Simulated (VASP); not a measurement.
A run of VASP 6.6.1 is set up as follows.

INCAR

```
SYSTEM = NaTaO
PREC = Accurate
ENCUT = 600
EDIFF = 1E-6
ISMEAR = 0
SIGMA = 0.2
LREAL = .False.
LASPH = .True.
NELM = 120
ALGO = Normal
ISIF = 2
LWAVE = .False.
LCHARG = .False.
GGA = PE
NBANDS = 19
GGA_COMPAT = .False.
```

Contents of KPOINTS:

```
Automatic mesh
0
Gamma
  6 6 5
  0 0 0
```

POSCAR

```
NaTaO
1.0
    2.9935347029      0.0000000000      0.0000000000
    0.0000000000      2.9935347029      0.0000000000
    0.0000000000      0.0000000000      5.6061983710
Na Ta O
1 1 1
Direct
    0.5000000000      0.5000000000      0.7175294514
    0.0000000000      0.0000000000      0.2008173758
    0.5000000000      0.5000000000      0.2338125428
```

Potentials or basis: VASP PAW PBE potentials, release 64 (Na_pv, Ta_pv, O).

Launch:

```console
$ cat potpaw_PBE.64/Na_pv/POTCAR potpaw_PBE.64/Ta_pv/POTCAR potpaw_PBE.64/O/POTCAR > POTCAR
$ mpirun -np 1 vasp_std > vasp.out
```

Question: Predict the pressure.

Answer: 0.3 GPa.

Question: What does it give for the largest force?

Answer: 0.008 eV/Å.

Forces on the atoms (eV/Å):
```
Na   0.000  0.000 -0.008
Ta   0.000  0.000  0.006
O    0.000  0.000  0.002
```
